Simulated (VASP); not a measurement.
Cu, 1 atom in the cell. The structure is tetragonal, space group I4/mmm (No. 139). Conventional cell: a = 2.842 Å, b = 2.842 Å, c = 2.752 Å, α = 90.00°, β = 90.00°, γ = 90.00°. Cu (site symmetry 4/mmm) has 14 Cu at 2.44 to 2.84 Å within 3.2 Å.  This cell differs from its parent crystal: strain -0.015 along x and y, +0.000 along z.

- Program: VASP 6.6.1
- Task: single point
- Functional: PBEsol
- Potentials or basis: VASP PAW PBE potentials, release 64 (Cu)
- Cutoff: 520 eV
- k mesh: 24 × 24 × 24
- Occupations: gaussian, width 0.15 eV
- Spin: no spin polarisation
- Dipole correction: no
- Further INCAR settings: ALGO = Normal; EDIFF = 1e-07; NBANDS = 12

Potentials or basis: VASP PAW PBE potentials, release 64 (Cu).

Command:

```console
$ cat potpaw_PBE.64/Cu/POTCAR > POTCAR
$ mpirun -np 1 vasp_std > vasp.out
```

Hardware: 1 thread of Intel(R) Xeon(R) Platinum 8559C (Emerald Rapids), on a shared host.

Q: Estimate the wall time of this run.

A: Wall time 61 s on 1 thread of Intel(R) Xeon(R) Platinum 8559C (Emerald Rapids) (shared host), peak memory 0.24 GiB. Counts: scf iterations 12, k points 1063.
